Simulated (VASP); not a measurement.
Wanted: the native input for a VASP 6.6.1 run.

| Quantity | Value |
| --- | --- |
| Task | relaxation of cell and atoms |
| Functional | r2SCAN |
| Dispersion | rVV10 |
| Potentials or basis | VASP PAW PBE potentials, release 64 (Li_sv, H) |
| Cutoff | 600 eV |
| k mesh | 7 × 7 × 7 |
| Occupations | gaussian, width 0.01 eV |
| Spin | no spin polarisation |
| Dipole correction | no |
| Further INCAR settings | ALGO = Normal; EDIFF = 1e-06; IBRION = 2; EDIFFG = -0.005; NSW = 60; ISIF = 3 |

The system is LiH.

```
Li H
1.0
     0.00000    2.03675    2.03675
     2.03675    0.00000    2.03675
     2.03675    2.03675    0.00000
Li H
1 1
Direct
  0.00000 0.00000 0.00000
  0.50000 0.50000 0.50000
```

One way to write it, as run:

POSCAR

```
LiH
1.0
    0.0000000000      2.0367500000      2.0367500000
    2.0367500000      0.0000000000      2.0367500000
    2.0367500000      2.0367500000      0.0000000000
Li H
1 1
Direct
    0.0000000000      0.0000000000      0.0000000000
    0.5000000000      0.5000000000      0.5000000000
```

INCAR.step1

```
SYSTEM = LiH
PREC = Accurate
ENCUT = 600
ISMEAR = 0
SIGMA = 0.01
LREAL = .FALSE.
LASPH = .TRUE.
NELM = 80
GGA = PE
ALGO = Normal
EDIFF = 1E-4
LWAVE = .TRUE.
LCHARG = .FALSE.
```

INCAR.step2

```
SYSTEM = LiH
PREC = Accurate
ENCUT = 600
EDIFF = 1E-6
ISMEAR = 0
SIGMA = 0.01
LREAL = .FALSE.
LASPH = .TRUE.
NELM = 80
ALGO = Normal
ISIF = 3
LWAVE = .FALSE.
LCHARG = .FALSE.
METAGGA = R2SCAN
LMIXTAU = .TRUE.
LUSE_VDW = .TRUE.
IVDW_NL = 2
BPARAM = 11.95
CPARAM = 0.0093
IBRION = 2
NSW = 60
EDIFFG = -0.005
ISTART = 1
```

KPOINTS

```
Automatic mesh
0
G
  7 7 7
  0 0 0
```

Potentials or basis: VASP PAW PBE potentials, release 64 (Li_sv, H).

Launch:

```sh
$ cat potpaw_PBE.64/Li_sv/POTCAR potpaw_PBE.64/H/POTCAR > POTCAR
$ cp INCAR.step1 INCAR
$ mpirun -np 1 vasp_std > vasp.out
$ cp INCAR.step2 INCAR
$ mpirun -np 1 vasp_std > vasp.out
```

It gave:

```yaml
Relaxed_volume: 7.92 Å³/atom
Relaxed_cell: a = 2.819 Å, b = 2.819 Å, c = 2.819 Å, α = 60.00°, β = 60.00°, γ = 60.00°
Space_group_after_relaxing_to_0.05_Å: Fm-3m (No. 225)
Energy_gained_by_relaxing: 3.7 meV/atom
Ionic_steps: 5
Pressure_after_relaxing: -0.1 GPa
Band_gap_on_the_k_mesh: 4.06 eV, direct
```

Caveat: the cutoff is under 1.25 times the usual one of these potentials, so pressure, stress and relaxed cells hold a basis-set (Pulay) error; the PAW data sets were made with another functional, which shifts forces and pressure a little.

Run time: 4.1 min on 1 thread of Intel Xeon 8259CL, with other jobs on the host, peak memory 0.21 GiB.
